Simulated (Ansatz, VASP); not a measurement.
# Two plane-wave programs on ZnO

Contents of INCAR:

```
PREC = Accurate
ENCUT = 520
EDIFF = 1E-6
ISMEAR = 0
SIGMA = 0.05
LREAL = F
LASPH = T
NELM = 100
ALGO = Normal
ISIF = 2
LWAVE = F
LCHARG = F
NBANDS = 16
```

KPOINTS

```
Automatic mesh
0
Gamma
  12 12 12
```

Contents of POSCAR:

```
ZnO
1.0
    0.0000000000      2.1694420000      2.2779141000
    2.1694420000      0.0000000000      2.2779141000
    2.1694420000      2.1694420000      0.0000000000
Zn O
1 1
Direct
    0.0000000000      0.0000000000      0.0000000000
    0.5000000000      0.5000000000      0.5000000000
```

Input for Ansatz:

```yaml
crystal:
  lattice:
    - [0.0, 2.169442, 2.2779141]
    - [2.169442, 0.0, 2.2779141]
    - [2.169442, 2.169442, 0.0]
  atoms:
    - { symbol: Zn, position: [0.0, 0.0, 0.0] }
    - { symbol: O, position: [0.5, 0.5, 0.5] }
basis:
  ecutwfc: 420
kpoints:
  mp_grid: { grid: [12, 12, 12] }
hamiltonian:
  xc: lda
scf:
  occupations: { method: gaussian, width: 0.05 }
output:
  forces: true
  stress: true
  eigenvalues: true
```

Change from the starting cell: strain +0.000 along x and y, +0.050 along z, atoms carried along.

Alike in both runs: task single point; functional LDA; k mesh 12 × 12 × 12; occupations gaussian, width 0.05 eV; no spin polarisation.

|  | VASP | Ansatz |
| --- | --- | --- |
| version | VASP 6.6.1 | Ansatz 0.2.0 |
| potentials or method | VASP PAW LDA potentials, release 64 (Zn, O), cutoff 520 eV | scalar-relativistic, plane waves, PAW |
| valence electrons in the cell | 18 | 18 |

```tsv
	VASP	Ansatz	Ansatz less VASP
gap on the k mesh at the Fermi level (eV)	0.37	0.37	-0.001
least direct gap on the mesh (eV)	1.40	1.40	+0.002
pressure (GPa)	-19.5	-20.4	-0.87
traceless stress, the component that is largest in VASP (GPa)	-0.29	-0.08	+0.204
```

LDA's correlation is that of Perdew and Zunger in VASP and of Perdew and Wang (1992) in Ansatz.
